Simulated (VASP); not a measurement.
Set up this calculation in VASP 6.6.1, as the native input.

* Task: dielectric tensor
* Functional: r2SCAN
* Potentials or basis: VASP PAW PBE potentials, release 64 (Ga_d, N)
* Cutoff: 520 eV
* k mesh: 8 × 8 × 8
* Occupations: gaussian, width 0.01 eV
* Spin: no spin polarisation
* Dipole correction: no
* Further INCAR settings: ALGO = Normal; EDIFF = 1e-08

The structure of GaN lies in POSCAR:

```
GaN
1.0
    0.0000000000      2.2489525411      2.3389106427
    2.2489525411      0.0000000000      2.3389106427
    2.2489525411      2.2489525411      0.0000000000
Ga N
1 1
Direct
    0.0000000000      0.0000000000      0.0000000000
    0.2500000000      0.2500000000      0.2500000000
```

This cell differs from its parent crystal: uniaxial z strain +4.0%.

These files were run (other wordings do the same):

INCAR

```
ALGO = Normal
EDIFF = 1E-8
ENCUT = 520
ISIF = 2
ISMEAR = 0
LASPH = T
LCALCEPS = T
LCHARG = F
LMIXTAU = T
LREAL = F
LWAVE = F
METAGGA = R2SCAN
NELM = 60
PREC = Accurate
SIGMA = 0.01
```

KPOINTS

```
k-points
0
Gamma
  8 8 8
```

Potentials or basis: VASP PAW PBE potentials, release 64 (Ga_d, N).

Command:

```sh
$ cat potpaw_PBE.64/Ga_d/POTCAR potpaw_PBE.64/N/POTCAR > POTCAR
$ mpirun -np 1 vasp_std > vasp.out
```

Results of the run:

```yaml
Band_gap_on_the_k_mesh: 1.83 eV
Electronic_dielectric_tensor_diagonal: 5.59, 5.59, 5.68
Born_charges_mean_of_the_diagonal: Ga +2.69; N -2.69 e
```

Caveat: the cell differs from its parent crystal (uniaxial z strain +4.0%); the structure was generated, so it needn't be the stable form of GaN.

It took 47 min on 1 thread of Intel Xeon 8259CL, on a shared host, peak memory 0.44 GiB.
